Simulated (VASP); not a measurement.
# Ni (Im-3m) in VASP: further runs

Runs on Ni. Level: PBE. Tasks: single point.

All numbers are computed with VASP 6.6.1; they aren't measurements. Logs are shortened: lines on timing, memory, paths and dates and some standing lists are left out, and cuts for length are marked.

### Step 1. The cell of the first run

It takes space group Im-3m (No. 229, cubic). Conventional cell: a = 2.800 Å, b = 2.800 Å, c = 2.800 Å, α = 90.00°, β = 90.00°, γ = 90.00°. Ni (site symmetry m-3m) has 14 Ni at 2.43 to 2.80 Å within 3.2 Å.

This isn't the form of Ni at room conditions, which is fcc.

### Step 2. Single point, PBE, collinear spin, ferromagnetic start

Input file INCAR:

```
SYSTEM = Ni
PREC = Accurate
ENCUT = 520
EDIFF = 1E-7
ISMEAR = 0
SIGMA = 0.15
LREAL = .FALSE.
LASPH = .TRUE.
NELM = 150
ALGO = Normal
ISIF = 2
LWAVE = .FALSE.
LCHARG = .FALSE.
ISPIN = 2
MAGMOM = 0.64 0.64
LORBIT = 11
LMAXMIX = 4
GGA = PE
NBANDS = 21
```

Input file KPOINTS:

```
regular mesh
0
G
  12 12 12
  0 0 0
```

Input file POSCAR:

```
Ni
1.0
    0.0000000000     -2.8004796278      0.0000000000
   -2.8004796278      0.0000000000      0.0000000000
    0.0000000000      0.0000000000     -2.8004796278
Ni
2
Direct
    0.5000000000      0.5000000000      0.5000000000
    0.0000000000      0.0000000000      0.0000000000
```

Potentials or basis: VASP PAW PBE potentials, release 64 (Ni).

On the command line:

```
> cat potpaw_PBE.64/Ni/POTCAR > POTCAR
> mpirun -np 1 vasp_std > vasp.out
```

OUTCAR:

```text
SYSTEM = Ni
   PREC = Accurate
   ENCUT = 520
   EDIFF = 1E-7
   ISMEAR = 0
   LREAL = .FALSE.
   LASPH = .TRUE.
   NELM = 150
   ISIF = 2
   ISPIN = 2
   LORBIT = 11
   GGA = PE

 ion  position               nearest neighbor table
   1  0.500  0.500  0.500-   2 2.43   2 2.43   2 2.43   2 2.43   2 2.43   2 2.43   2 2.43   2 2.43

   2  0.000  0.000  0.000-   1 2.43   1 2.43   1 2.43   1 2.43   1 2.43   1 2.43   1 2.43   1 2.43

  LATTYP: Found a simple cubic cell.
 ALAT       =     2.8004796278

  Lattice vectors:

 A1 = (   0.0000000000,  -2.8004796278,   0.0000000000)
 A2 = (  -2.8004796278,   0.0000000000,   0.0000000000)
 A3 = (   0.0000000000,   0.0000000000,  -2.8004796278)

Analysis of symmetry for initial positions (statically):
=====================================================================
 Subroutine PRICEL returns following result:

  LATTYP: Found a body centered cubic cell.
 ALAT       =     2.8004796278

  Lattice vectors:

 A1 = (  -1.4002398139,  -1.4002398139,   1.4002398139)
 A2 = (  -1.4002398139,   1.4002398139,  -1.4002398139)
 A3 = (   1.4002398139,  -1.4002398139,  -1.4002398139)

   2 primitive cells build up your supercell.

 Routine SETGRP: Setting up the symmetry group for a
 simple cubic supercell.

 Subroutine GETGRP returns: Found 48 space group operations
 (whereof 48 operations were pure point group operations)
 out of a pool of 48 trial point group operations.

The static configuration has the point symmetry O_h .

Analysis of symmetry for dynamics (positions and initial velocities):
=====================================================================
 Subroutine PRICEL returns following result:

  LATTYP: Found a body centered cubic cell.
 ALAT       =     2.8004796278

  Lattice vectors:

 A1 = (  -1.4002398139,  -1.4002398139,   1.4002398139)
 A2 = (  -1.4002398139,   1.4002398139,  -1.4002398139)
 A3 = (   1.4002398139,  -1.4002398139,  -1.4002398139)

   2 primitive cells build up your supercell.

 Routine SETGRP: Setting up the symmetry group for a
 simple cubic supercell.

 Subroutine GETGRP returns: Found 48 space group operations
 (whereof 48 operations were pure point group operations)
 out of a pool of 48 trial point group operations.

The dynamic configuration has the point symmetry O_h .

Analysis of structural, dynamic, and magnetic symmetry:
=====================================================================
 Subroutine PRICEL returns following result:

  LATTYP: Found a body centered cubic cell.
 ALAT       =     2.8004796278

  Lattice vectors:

 A1 = (  -1.4002398139,  -1.4002398139,   1.4002398139)
 A2 = (  -1.4002398139,   1.4002398139,  -1.4002398139)
 A3 = (   1.4002398139,  -1.4002398139,  -1.4002398139)

   2 primitive cells build up your supercell.

 Routine SETGRP: Setting up the symmetry group for a
 simple cubic supercell.

 Subroutine GETGRP returns: Found 48 space group operations
 (whereof 48 operations were pure point group operations)
 out of a pool of 48 trial point group operations.

The overall configuration has the point symmetry O_h .

 Subroutine INISYM returns: Found 48 space group operations
 (whereof 48 operations are pure point group operations),
 and found     2 'primitive' translations

----------------------------------------------------------------------------------------

                                     Primitive cell

  volume of cell :      10.9816

  direct lattice vectors                    reciprocal lattice vectors
    -1.400239814 -1.400239814  1.400239814    -0.357081691 -0.357081691  0.000000000
    -1.400239814  1.400239814 -1.400239814    -0.357081691  0.000000000 -0.357081691
     1.400239814 -1.400239814 -1.400239814     0.000000000 -0.357081691 -0.357081691

  length of vectors
     2.425286500  2.425286500  2.425286500     0.504989770  0.504989770  0.504989770

  position of ions in fractional coordinates (direct lattice)
     1.000000000  1.000000000  1.000000000

  ion indices of the primitive-cell ions
   primitive index   ion index
                 1           1

----------------------------------------------------------------------------------------

 KPOINTS: regular mesh

Automatic generation of k-mesh.
 Grid dimensions read from file:
 generate k-points for:   12   12   12

 Generating k-lattice:

  Cartesian coordinates                     Fractional coordinates (reciprocal lattice)
     0.000000000 -0.029756808  0.000000000     0.083333333  0.000000000  0.000000000
    -0.029756808  0.000000000  0.000000000     0.000000000  0.083333333  0.000000000
     0.000000000  0.000000000 -0.029756808     0.000000000  0.000000000  0.083333333

  Length of vectors
     0.029756808  0.029756808  0.029756808

  Shift w.r.t. Gamma in fractional coordinates (k-lattice)
     0.000000000  0.000000000  0.000000000

 Subroutine IBZKPT returns following result:
 ===========================================

 Found     84 irreducible k-points:

 Following reciprocal coordinates:
            Coordinates               Weight
  0.000000  0.000000  0.000000      1.000000
  0.083333  0.000000  0.000000      6.000000
  0.166667  0.000000  0.000000      6.000000
  0.250000  0.000000  0.000000      6.000000
  0.333333  0.000000  0.000000      6.000000
  0.416667  0.000000  0.000000      6.000000
[... 16 lines left out ...]
  0.333333  0.333333  0.000000     12.000000
  0.416667  0.333333  0.000000     24.000000
 [... further k-points ...]
   k-points           NKPTS =     84   k-points in BZ     NKDIM =     84   number of bands    NBANDS=     21
   number of dos      NEDOS =    301   number of ions     NIONS =      2
   total plane-waves  NPLWV =  13824
   dimension x,y,z NGX =    24 NGY =   24 NGZ =   24
   dimension x,y,z NGXF=    48 NGYF=   48 NGZF=   48
   ions per type =               2
   NGX,Y,Z   is equivalent  to a cutoff of  14.25, 14.25, 14.25 a.u.
   NGXF,Y,Z  is equivalent  to a cutoff of  28.49, 28.49, 28.49 a.u.
 SYSTEM =  Ni
   PREC   = accura    normal or accurate (medium, high low for compatibility)
   ISTART =      0    job   : 0-new  1-cont  2-samecut
   ICHARG =      2    charge: 1-file 2-atom 10-const
   ISPIN  =      2    spin polarized calculation?
   LNONCOLLINEAR =      F non collinear calculations
   LSORBIT =      F    spin-orbit coupling
   LASPH  =      T    aspherical Exc in radial PAW
   ENCUT  =  520.0 eV  38.22 Ry    6.18 a.u.   5.21  5.21  5.21*2*pi/ulx,y,z
   NELM   =    150;   NELMIN=  2; NELMDL= -5     # of ELM steps
   EDIFF  = 0.1E-06   stopping-criterion for ELM
   LREAL  =      F    real-space projection
   EDIFFG = 0.1E-05   stopping-criterion for IOM
   NSW    =      0    number of steps for IOM
   IBRION =     -1    ionic relax: 0-MD 1-quasi-New 2-CG
   NFREE  =      0    steps in history (QN), initial steepest desc. (CG)
   ISIF   =      2    stress and relaxation
   ISYM   =      2    0-nonsym 1-usesym 2-fastsym
   POTIM  = 0.5000    time-step for ionic-motion
   TEBEG  =    0.0;   TEEND  =   0.0 temperature during run
   PSTRESS=    0.0 pullay stress
   NELECT =      20.0000    total number of electrons
   NUPDOWN=      -1.0000    fix difference up-down
   EMIN   =  10.00;   EMAX   =-10.00  energy-range for DOS
   EFERMI =   0.00;   METHOD = LEGACY
   ISMEAR =     0;   SIGMA  =   0.15  broadening in eV -4-tet -1-fermi 0-gaus
   EFERMI_NEDOS =   21; number of points for ismear=-14 and -15
   IALGO  =     38    algorithm
   IMIX   =      4    mixing-type and parameters
     AMIX     =   0.40;   BMIX     =  1.00
     AMIX_MAG =   1.60;   BMIX_MAG =  1.00
  volume/ion in A,a.u.               =      10.98        74.11
  Fermi-wavevector in a.u.,A,eV,Ry     =   1.586789  2.998596 34.258084  2.517898
  Thomas-Fermi vector in A             =   2.686046
   LORBIT       =     11    0 simple, 1 ext, 2 COOP (PROOUT), +10 PAW based schemes
   GGA     = PE    functional components
   LHFCALC =     F    Hartree Fock is set to
   AEXX    =    0.0000 exact exchange contribution
   IVDW    =     0    specifies the selected vdW correction
   LEPSILON=     F    determine dielectric tensor
   LRPA    =     F    only Hartree local field effects (RPA)
 spin polarized calculation
 Gauss-broadening in eV      SIGMA  =   0.15
  energy-cutoff  :      520.00
  volume of cell :       21.96
 maximum number of plane-waves:       624
 NGX is ok and might be reduce to    24

 number of electron      19.9999971 magnetization       1.0537219

 Free energy of the ion-electron system (eV)
  ---------------------------------------------------
  ext. energy  EPLUGINS =         0.00000000
  ---------------------------------------------------
  free energy    TOTEN  =       -10.77141181 eV

  energy without entropy =      -10.73719377  energy(sigma->0) =      -10.75430279

 E-fermi :   9.1214     XC(G=0): -13.1946

 val. band max:        9.1034557902   @ k =   0.3333   0.2500   0.2500
 cond. band min:       9.1220579436   @ k =   0.4167   0.2500   0.0000
 fundamental gap:      0.0186021534
 Fermi energy:         9.1213600021

 spin component 1

 k-point     1 :       0.0000    0.0000    0.0000
  band No.  band energies     occupation
      1       0.2996      1.00000
      2       5.0169      1.00000
      3       5.0169      1.00000
      4       6.8710      1.00000
      5       6.8710      1.00000
      6       6.8710      1.00000
[... 13 lines left out ...]
     20      35.4818      0.00000
     21      40.3172      0.00000

 k-point     2 :       0.0833    0.0000    0.0000
  band No.  band energies     occupation
      1       0.4425      1.00000
      2       5.0631      1.00000
      3       5.0725      1.00000
      4       6.8702      1.00000
      5       6.8702      1.00000
      6       6.9041      1.00000
[... 13 lines left out ...]
     20      35.2088      0.00000
     21      38.3945      0.00000

 k-point     3 :       0.1667    0.0000    0.0000
  band No.  band energies     occupation
      1       0.8652      1.00000
      2       5.1829      1.00000
      3       5.2360      1.00000
      4       6.8727      1.00000
      5       6.8727      1.00000
      6       7.0015      1.00000
[... 13 lines left out ...]
     20      34.0352      0.00000
     21      36.0752      0.00000
[... 457 lines left out ...]
 k-point    23 :       0.3333    0.3333    0.0000
  band No.  band energies     occupation
      1       3.8859      1.00000
      2       5.1568      1.00000
      3       6.1856      1.00000
      4       6.5452      1.00000
      5       6.6696      1.00000
      6       7.1303      1.00000
[... 13 lines left out ...]
     20      36.3505      0.00000
     21      36.7723      0.00000

 k-point    24 :       0.4167    0.3333    0.0000
  band No.  band energies     occupation
      1       4.3273      1.00000
      2       4.9247      1.00000
      3       6.1312      1.00000
      4       6.3122      1.00000
      5       7.0737      1.00000
      6       7.4617      1.00000
[... 13 lines left out ...]
     20      36.4027      0.00000
     21      36.5156      0.00000

 [... further k-points ...]

 spin component 2

 k-point     1 :       0.0000    0.0000    0.0000
  band No.  band energies     occupation
      1       0.2793      1.00000
      2       5.3192      1.00000
      3       5.3192      1.00000
      4       7.5189      1.00000
      5       7.5190      1.00000
      6       7.5190      1.00000
[... 13 lines left out ...]
     20      35.3759      0.00000
     21      40.2375      0.00000

 k-point     2 :       0.0833    0.0000    0.0000
  band No.  band energies     occupation
      1       0.4223      1.00000
      2       5.3632      1.00000
      3       5.3771      1.00000
      4       7.5167      1.00000
      5       7.5167      1.00000
      6       7.5534      1.00000
[... 13 lines left out ...]
     20      35.1320      0.00000
     21      38.4092      0.00000

 k-point     3 :       0.1667    0.0000    0.0000
  band No.  band energies     occupation
      1       0.8455      1.00000
      2       5.4743      1.00000
      3       5.5472      1.00000
      4       7.5155      1.00000
      5       7.5155      1.00000
      6       7.6546      1.00000
[... 13 lines left out ...]
     20      34.0510      0.00000
     21      36.0991      0.00000
[... 457 lines left out ...]
 k-point    23 :       0.3333    0.3333    0.0000
  band No.  band energies     occupation
      1       3.9932      1.00000
      2       5.4986      1.00000
      3       6.7879      1.00000
      4       6.9544      1.00000
      5       7.1523      1.00000
      6       7.4780      1.00000
[... 13 lines left out ...]
     20      36.4169      0.00000
     21      36.7464      0.00000

 k-point    24 :       0.4167    0.3333    0.0000
  band No.  band energies     occupation
      1       4.5297      1.00000
      2       5.2549      1.00000
      3       6.7289      1.00000
      4       6.9119      1.00000
      5       7.3587      1.00000
      6       7.7133      1.00000
[... 13 lines left out ...]
     20      36.4923      0.00000
     21      36.5792      0.00000

 [... further k-points ...]
[... 5 lines left out ...]
  --------------------------------------------------------------------------------------
  -------------------------------------------------------------------------------------
  Total       -0.0102181     -0.0102181     -0.0102181      0.0000000     -0.0000000      0.0000000
  in kB       -0.7453910     -0.7453910     -0.7453910      0.0000000     -0.0000000      0.0000000
  external PRESSURE =      -0.7453910 kB  Pullay stress =       0.0000000 kB

 VOLUME and BASIS-vectors are now :
 -----------------------------------------------------------------------------
  energy-cutoff  :      520.00
  volume of cell :       21.96
      direct lattice vectors                 reciprocal lattice vectors
     0.000000000 -2.800479628  0.000000000     0.000000000 -0.357081691  0.000000000
    -2.800479628  0.000000000  0.000000000    -0.357081691  0.000000000  0.000000000
     0.000000000  0.000000000 -2.800479628     0.000000000  0.000000000 -0.357081691

 POSITION                                       TOTAL-FORCE (eV/Angst)
 -----------------------------------------------------------------------------------
     -1.40024     -1.40024     -1.40024         0.000000      0.000000      0.000000
      0.00000      0.00000      0.00000        -0.000000     -0.000000     -0.000000
 -----------------------------------------------------------------------------------
    total drift:                               -0.000000     -0.000000      0.000000

  FREE ENERGIE OF THE ION-ELECTRON SYSTEM (eV)
  ---------------------------------------------------
  free  energy   TOTEN  =       -10.7714118063 eV

  energy  without entropy=      -10.7371937672  energy(sigma->0) =      -10.75430279

 total charge

# of ion       s       p       d       tot
------------------------------------------
    1        0.487   0.479   8.332   9.299
    2        0.487   0.479   8.332   9.299
--------------------------------------------------
tot          0.974   0.959  16.664  18.597

 magnetization (x)

# of ion       s       p       d       tot
------------------------------------------
    1       -0.005  -0.018   0.559   0.536
    2       -0.005  -0.018   0.559   0.536
--------------------------------------------------
tot         -0.010  -0.036   1.118   1.072
```

Wall time 56 s (1 thread of Intel Xeon Platinum 8259CL at 2.50GHz (Skylake/Cascade Lake), shared host); peak memory 0.18 GiB.

Results:

| Property | Result |
| --- | --- |
| Free energy | -10.7714 eV |
| Pressure | -0.1 GPa |
| Net moment | 1.05 μB per cell |
| Site moments | Ni +0.54 μB |
| Valence electrons inside the program's atomic spheres | Ni 9.30 |

### Step 3. Single point, PBE, collinear spin, ferromagnetic start

This run uses another cell than the first one, of the same volume but with other edges.

Input file INCAR:

```
ALGO = Fast
EDIFF = 1E-6
ENCUT = 520
GGA = PE
ISIF = 2
ISMEAR = 0
ISPIN = 2
LASPH = T
LCHARG = T
LELF = T
LMAXMIX = 4
LORBIT = 11
LREAL = F
LVHAR = T
LWAVE = F
MAGMOM = 0.64 0.64
NBANDS = 21
NELM = 150
PREC = Accurate
SIGMA = 0.15
```

Input file KPOINTS:

```
k-points
0
Gamma
  14 14 8
```

Input file POSCAR:

```
Ni
1.0
   -1.4002398139      1.4002398139      1.4002398139
    1.4002398139     -1.4002398139      1.4002398139
    2.8004796278      2.8004796278      0.0000000000
Ni
2
Direct
    0.0000000000      0.0000000000      0.0000000000
    0.5000000000      0.5000000000      0.5000000000
```

Potentials or basis: VASP PAW PBE potentials, release 64 (Ni).

On the command line:

```
> cat potpaw_PBE.64/Ni/POTCAR > POTCAR
> mpirun -np 1 vasp_std > vasp.out
```

OUTCAR:

```text
EDIFF = 1E-6
   ENCUT = 520
   GGA = PE
   ISIF = 2
   ISMEAR = 0
   ISPIN = 2
   LASPH = T
   LORBIT = 11
   LREAL = F
   NELM = 150
   PREC = Accurate

 ion  position               nearest neighbor table
   1  0.000  0.000  0.000-   2 2.43   2 2.43   2 2.43   2 2.43   2 2.80   2 2.80   2 2.80   2 2.80

   2  0.500  0.500  0.500-   1 2.43   1 2.43   1 2.43   1 2.43   1 2.80   1 2.80   1 2.80   1 2.80

  LATTYP: Found a base centered orthorhombic cell.
 ALAT       =     2.8004796278
[... 1401 lines left out ...]
  external PRESSURE =      -0.6886906 kB  Pullay stress =       0.0000000 kB

 VOLUME and BASIS-vectors are now :
 -----------------------------------------------------------------------------
  energy-cutoff  :      520.00
  volume of cell :       21.96
      direct lattice vectors                 reciprocal lattice vectors
    -1.400239814  1.400239814  1.400239814    -0.178540845  0.178540845  0.357081691
     1.400239814 -1.400239814  1.400239814     0.178540845 -0.178540845  0.357081691
     2.800479628  2.800479628  0.000000000     0.178540845  0.178540845  0.000000000

 POSITION                                       TOTAL-FORCE (eV/Angst)
 -----------------------------------------------------------------------------------
      0.00000      0.00000      0.00000         0.000000      0.000000      0.000000
      1.40024      1.40024      1.40024        -0.000000     -0.000000     -0.000000
 -----------------------------------------------------------------------------------
    total drift:                               -0.000000      0.000000     -0.000000

  FREE ENERGIE OF THE ION-ELECTRON SYSTEM (eV)
  ---------------------------------------------------
  free  energy   TOTEN  =       -10.7711664430 eV

  energy  without entropy=      -10.7382148516  energy(sigma->0) =      -10.75469065

 total charge

# of ion       s       p       d       tot
------------------------------------------
    1        0.487   0.480   8.331   9.298
    2        0.487   0.480   8.331   9.298
--------------------------------------------------
tot          0.975   0.960  16.662  18.597

 magnetization (x)

# of ion       s       p       d       tot
------------------------------------------
    1       -0.005  -0.017   0.567   0.546
    2       -0.005  -0.017   0.567   0.546
--------------------------------------------------
tot         -0.009  -0.034   1.135   1.091
```

stdout:

```text
POSCAR found type information on POSCAR Ni
 POSCAR found :  1 types and       2 ions
 scaLAPACK will be used
 LDA part: xc-table for (Slater+PW92), standard interpolation
 POSCAR, INCAR and KPOINTS ok, starting setup
 FFT: planning ... GRIDC
 FFT: planning ... GRID_SOFT
 FFT: planning ... GRID
 WAVECAR not read
 entering main loop
WARNING in EDDRMM: call to ZHEGV failed, returncode =   6  3     19
WARNING in EDDRMM: call to ZHEGV failed, returncode =   6  3     21
WARNING in EDDRMM: call to ZHEGV failed, returncode =   8  4     20
WARNING in EDDRMM: call to ZHEGV failed, returncode =   8  4     20
WARNING in EDDRMM: call to ZHEGV failed, returncode =   8  4     19
WARNING in EDDRMM: call to ZHEGV failed, returncode =   6  3     19
```

Wall time 3.5 min (1 thread of Intel Xeon Platinum 8259CL at 2.50GHz (Skylake/Cascade Lake), shared host); peak memory 0.28 GiB.

What came out:

- Free energy: -10.7712 eV
- Pressure: -0.1 GPa
- Net moment: 1.07 μB per cell
- Site moments: Ni +0.55 μB
- Valence electrons inside the program's atomic spheres: Ni 9.30

Stress tensor (GPa, compression positive):
```
-0.02  0.10  0.00
 0.10 -0.02  0.00
 0.00  0.00 -0.17
```
